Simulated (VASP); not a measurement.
Write the native input for VASP 6.6.1 that does the following.

```yaml
Task: single point
Functional: PBEsol
Dispersion: D3(BJ)
Potentials_or_basis: VASP PAW PBE potentials, release 64 (Bi_d)
Cutoff: 520 eV
k_mesh: 16 × 16 × 16
Occupations: gaussian, width 0.15 eV
Spin: no spin polarisation
Dipole_correction: no
Further_INCAR_settings: ALGO = Fast; EDIFF = 1e-07; NBANDS = 14
```

The structure of Bi lies in POSCAR:

```
Bi
1.0
   -1.6352881920      2.2124487304      1.9238684612
    1.6352881920     -2.2124487304      1.9238684612
    1.6352881920      2.2124487304     -1.9238684612
Bi
1
Direct
    0.0000000000      0.0000000000      0.0000000000
```

This cell differs from its parent crystal: strain +e along x and -e along y -0.1500, strain +e along z and -e/2 along x and y +0.0000.

The input as run:

INCAR

```
SYSTEM = Bi
ALGO = Fast ; EDIFF = 1E-7
ENCUT = 520 ; GGA = PS
ISIF = 2 ; ISMEAR = 0
IVDW = 12 ; LASPH = .TRUE.
LCHARG = .FALSE. ; LREAL = .FALSE.
LWAVE = .FALSE. ; NBANDS = 14
NELM = 100 ; PREC = Accurate
SIGMA = 0.15
```

KPOINTS

```
k-points
0
G
  16 16 16
  0 0 0
```

Potentials or basis: VASP PAW PBE potentials, release 64 (Bi_d).

The run is started by

```console
$ cat potpaw_PBE.64/Bi_d/POTCAR > POTCAR
$ mpirun -np 1 vasp_std > vasp.out
```

Results of the run:

The pressure is 3.0 GPa, the band gap on the k mesh is zero (an odd number of electrons rules out a gap without spin polarisation) and the dispersion energy per atom is -0.588 eV.

Caveat: the cell differs from its parent crystal (strain +e along x and -e along y -0.1500, strain +e along z and -e/2 along x and y +0.0000); the cell stands under pressure; the PAW data sets were made with another functional, which shifts forces and pressure a little; spin-orbit coupling is left out, which moves the levels of the heavy elements.

Wall time 7.5 min on 1 thread of Intel Xeon 8259CL, with other jobs on the host, peak memory 0.34 GiB.
